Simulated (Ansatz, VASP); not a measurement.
**NaGeCl3 in VASP and in Ansatz**

```xyz
5
Lattice="5.2687 0.0000 0.0000 0.0000 5.1909 0.0000 0.0000 0.0000 5.1909" Properties=species:S:1:pos:R:3 pbc="T T T"
Na    0.0000    0.0000    0.0000
Ge    2.6344    2.5954    2.5954
Cl    2.6344    2.5954    0.0000
Cl    2.6344    0.0000    2.5954
Cl    0.0000    2.5954    2.5954
```

Change from the starting cell: uniaxial_x strain +1.5%.

Alike in both runs: task single point; functional r2SCAN; k mesh 6 × 6 × 6; no spin polarisation.

|  | VASP | Ansatz |
| --- | --- | --- |
| version | VASP 6.6.1 | Ansatz 0.2.0 |
| potentials or method | VASP PAW PBE potentials, release 64 (Na_pv, Ge_d, Cl) | plane waves, PAW |
| plane-wave cutoff (eV) | 520 | 500 |
| occupations | gaussian, width 0.01 eV | fixed |
| valence electrons in the cell | 42 | 44 |

|  | VASP | Ansatz | Ansatz less VASP |
| --- | --- | --- | --- |
| gap on the k mesh at the Fermi level (eV) | 0.78 | 0.77 | -0.013 |
| pressure (GPa) | -0.7 | -0.6 | +0.10 |
| traceless stress, the component that is largest in VASP (GPa) | -0.48 | -0.48 | -0.008 |

VASP's potentials were made for PBE, not for r2SCAN. VASP's potentials hold 42 valence electrons a cell and Ansatz's 44, so a difference there can come from the potentials and not from the codes.
